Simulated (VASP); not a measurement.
KF, 4 atoms in the cell. It takes space group P6_3/mmc (No. 194, hexagonal). The conventional cell has a = 4.485 Å, b = 4.485 Å, c = 5.271 Å, α = 90.00°, β = 90.00°, γ = 120.00°. K (site symmetry -6m2) has 5 F at 2.59 to 2.64 Å within 3.4 Å. F (site symmetry -6m2) has 5 K at 2.59 to 2.64 Å within 3.4 Å. 

```yaml
Program: VASP 6.6.1
Task: single point
Functional: PBE
Potentials_or_basis: VASP PAW PBE potentials, release 64 (K_sv, F)
Cutoff: 520 eV
k_mesh: 6 × 6 × 4
Occupations: gaussian, width 0.01 eV
Spin: no spin polarisation
Dipole_correction: no
Further_INCAR_settings: ALGO = Normal; EDIFF = 1e-06; NBANDS = 24
```

Potentials or basis: VASP PAW PBE potentials, release 64 (K_sv, F).

Command:

```sh
$ cat potpaw_PBE.64/K_sv/POTCAR potpaw_PBE.64/F/POTCAR > POTCAR
$ mpirun -np 1 vasp_std > vasp.out
```

Hardware: 1 thread of Intel(R) Xeon(R) Platinum 8375C CPU @ 2.90GHz (Ice Lake), on a shared host.

Q: Estimate the wall time of this run.

A: Wall time 38 s on 1 thread of Intel(R) Xeon(R) Platinum 8375C CPU @ 2.90GHz (Ice Lake) (shared host), peak memory 0.22 GiB. Counts: scf iterations 14, k points 21.
